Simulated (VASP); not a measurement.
Crystal: Ag.

```
CELL_PARAMETERS angstrom
-1.68813 1.68813 1.68813
1.68813 -1.68813 1.68813
1.68813 1.68813 -1.68813
ATOMIC_POSITIONS crystal
Ag 0.00000 0.00000 0.00000
```

Base run:

* Program: VASP 6.6.1
* Functional: r2SCAN
* Potentials or basis: VASP PAW PBE potentials, release 64 (Ag)
* Cutoff: 520 eV
* k mesh: 11 × 11 × 11
* Occupations: fermi-dirac, width 0.05 eV
* Spin: no spin polarisation

Its results: pressure -7.6 GPa.

Question: The run is repeated on the same cell with these changes: functional from r2SCAN to PBE; further incar settings from ALGO = Normal; EDIFF = 1e-06; NBANDS = 12 to ALGO = Fast; EDIFF = 1e-06; NBANDS = 12. What comes out?

Answer: Pressure -5.0 GPa.

Caveats: the PAW data sets were made with another functional, which shifts forces and pressure a little (some runs).
